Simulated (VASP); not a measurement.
Runs of VASP 6.6.1 on Al. The structure is that of space group Im-3m (No. 229), or close to it. The cells are those of the table. 

```tsv
cell	gap on the mesh (eV)	pressure (GPa)
a = 2.784 Å, angles 109.1, 109.1, 110.3°, 1 atom	none	(a)
a = 2.825 Å, angles 109.1, 109.1, 110.3°, 1 atom	none	-3.0
a = 2.770 Å, angles 109.9, 109.9, 108.7°, 1 atom	none	1.1
a = 2.770 Å, angles 108.7, 108.7, 111.1°, 1 atom	none	1.0
a = 2.798 Å, angles 108.3, 108.3, 111.9°, 1 atom	none	(b)
a = 2.811 Å, angles 108.7, 108.7, 111.1°, 1 atom	none	-2.1
a = 2.811 Å, angles 109.9, 109.9, 108.7°, 1 atom	none	-2.1
```

Alike in all rows: task single point; level PBEsol; potentials or basis VASP PAW PBE potentials, release 64 (Al); no spin polarisation; k mesh 20 × 20 × 20; cutoff (eV) 520; smearing gaussian 0.15 eV.

Problem. Fill in the values left out.

Solution. (a) -0.1; (b) -1.1.

Caveats: the PAW data sets were made with another functional, which shifts forces and pressure a little.

A gap of «none» marks levels without a gap at the run's occupations.
